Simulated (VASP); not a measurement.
A run of VASP 6.6.1:

File INCAR:

```
ALGO = Fast
EDIFF = 1E-6
ENCUT = 520
GGA = PE
ISIF = 2
ISMEAR = 0
LASPH = T
LCHARG = F
LREAL = F
LWAVE = F
NBANDS = 12
NELM = 60
PREC = Accurate
SIGMA = 0.15
```

File KPOINTS:

```
k-points
0
Gamma
  22 22 22
```

Contents of POSCAR:

```
Ta
1.0
   -1.6739030852      1.6739030852      1.6069469618
    1.6739030852     -1.6739030852      1.6069469618
    1.6739030852      1.6739030852     -1.6069469618
Ta
1
Direct
    0.0000000000      0.0000000000      0.0000000000
```

Potentials or basis: VASP PAW PBE potentials, release 64 (Ta_pv).

Command:

```sh
$ cat potpaw_PBE.64/Ta_pv/POTCAR > POTCAR
$ mpirun -np 1 vasp_std > vasp.out
```

Hardware: 1 thread of Intel Xeon 6975P-C, with other jobs on the host.

Q: How long does it take, and how much memory?

A: It took 94 s on 1 thread of Intel Xeon 6975P-C, with other jobs on the host, peak memory 0.28 GiB. Counts: scf iterations 12, k points 834.
